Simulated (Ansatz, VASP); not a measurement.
# Two plane-wave programs on AlN

The input INCAR:

```
SYSTEM = AlN
  ALGO = Normal
  EDIFF = 1E-7
  ENCUT = 520
  GGA = PE
  ISIF = 2
  ISMEAR = 0
  LASPH = .TRUE.
  LCHARG = .TRUE.
  LELF = .TRUE.
  LREAL = .FALSE.
  LVHAR = .TRUE.
  LWAVE = .FALSE.
  NBANDS = 16
  NELM = 80
  PREC = Accurate
  SIGMA = 0.05
```

File KPOINTS:

```
k-points
0
G
  12 12 6
  0 0 0
```

Contents of POSCAR:

```
AlN
1.0
    3.1576671839      0.0000000000      0.0000000000
   -1.5788335919      2.7346199979      0.0000000000
    0.0000000000      0.0000000000      5.1273400000
Al N
2 2
Direct
    0.3333333333      0.6666666667      0.0000000000
    0.6666666667      0.3333333333      0.5000000000
    0.3333333333      0.6666666667      0.3850000000
    0.6666666667      0.3333333333      0.8850000000
```

Input for Ansatz:

```yaml
crystal:
  lattice:
    - [3.1576671839, 0.0, 0.0]
    - [-1.5788335919, 2.7346199979, 0.0]
    - [0.0, 0.0, 5.12734]
  atoms:
    - { symbol: Al, position: [0.3333333333, 0.6666666667, 0.0] }
    - { symbol: Al, position: [0.6666666667, 0.3333333333, 0.5] }
    - { symbol: "N", position: [0.3333333333, 0.6666666667, 0.385] }
    - { symbol: "N", position: [0.6666666667, 0.3333333333, 0.885] }
basis:
  ecutwfc: 420
kpoints:
  mp_grid: { grid: [12, 12, 6] }
hamiltonian:
  xc: pbe
scf:
  occupations: { method: gaussian, width: 0.05 }
output:
  forces: true
  stress: true
  eigenvalues: true
```

Change from the starting cell: strain +0.015 along x and y, +0.030 along z, atoms carried along.

Alike in both runs: task single point; functional PBE; k mesh 12 × 12 × 6; occupations gaussian, width 0.05 eV; no spin polarisation.

|  | VASP | Ansatz |
| --- | --- | --- |
| version | VASP 6.6.1 | Ansatz 0.2.0 |
| potentials or method | VASP PAW PBE potentials, release 64 (Al, N), cutoff 520 eV | scalar-relativistic, plane waves, PAW |
| valence electrons in the cell | 16 | 16 |

Ansatz gave:

```
gap on the k mesh at the Fermi level (eV)                     : 3.67
least direct gap on the mesh (eV)                             : 3.67
pressure (GPa)                                                : -6.8
traceless stress, the component that is largest in VASP (GPa) : -3.48
rms of the force components (eV/Å)                            : 0.163
```

Problem. Which values does VASP return?

Solution. gap on the k mesh at the Fermi level (eV): 3.68; least direct gap on the mesh (eV): 3.68; pressure (GPa): -7.1; traceless stress, the component that is largest in VASP (GPa): -3.47; rms of the force components (eV/Å): 0.164.

Atom by atom the forces differ by 0.000 eV/Å (rms over components).
